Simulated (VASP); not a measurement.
Set up this calculation in VASP 6.6.1, as the native input.

| Item | Value |
| --- | --- |
| Task | single point |
| Functional | PBE |
| Potentials or basis | VASP PAW PBE potentials, release 64 (Al) |
| Cutoff | 520 eV |
| k mesh | 4 × 4 × 4 |
| Occupations | gaussian, width 0.1 eV |
| Spin | no spin polarisation |
| Dipole correction | no |
| Further INCAR settings | ALGO = Normal; EDIFF = 1e-07; NBANDS = 22 |

The structure of Al lies in POSCAR:

```
Al
1.0
    5.3260922400      0.0000000000      0.0000000000
    0.0000000000      6.7580050900      0.0000000000
    0.0000000000      0.0000000000      4.8855304600
Al
8
Direct
    0.4649563700      0.0000000000      0.7499664400
    0.0350436300      0.0000000000      0.7499664400
    0.5350436300      0.0000000000      0.2500335600
    0.9649563700      0.0000000000      0.2500335600
    0.0000000000      0.3171946500      0.0000000000
    0.5000000000      0.6828053500      0.0000000000
    0.0000000000      0.6828053500      0.0000000000
    0.5000000000      0.3171946500      0.0000000000
```

These files were run (other wordings do the same):

INCAR

```
PREC     = Accurate       # precision mode
ENCUT    = 520            # plane-wave cutoff, eV
EDIFF    = 1E-7           # SCF threshold, eV
ISMEAR   = 0              # smearing method
SIGMA    = 0.1            # smearing width, eV
LREAL    = F              # projectors in reciprocal space
LASPH    = T              # aspherical terms in the spheres
NELM     = 100            # most SCF steps
ALGO     = Normal         # electronic algorithm
ISIF     = 2              # what is computed and relaxed
LWAVE    = F              # write WAVECAR
LCHARG   = F              # write CHGCAR
GGA      = PE             # functional
NBANDS   = 22             # bands
```

KPOINTS

```
regular mesh
0
Gamma
  4 4 4
```

Potentials or basis: VASP PAW PBE potentials, release 64 (Al).

Command:

```sh
$ cat potpaw_PBE.64/Al/POTCAR > POTCAR
$ mpirun -np 1 vasp_std > vasp.out
```

Results of the run:

```json
{
  "Pressure": "13.8 GPa",
  "Largest force": "2.815 eV/Å",
  "Band gap on the k mesh": "zero (band 12 reaches 5.69 eV, above the bottom of band 13 at 3.83 eV)"
}
```

Caveat: forces of over 1 eV/Å act on the atoms, so gaps and moduli don't describe the material at rest.

Run time: 85 s on 1 thread of Intel(R) Xeon(R) Platinum 8488C (Sapphire Rapids), with other jobs on the host, peak memory 0.27 GiB.
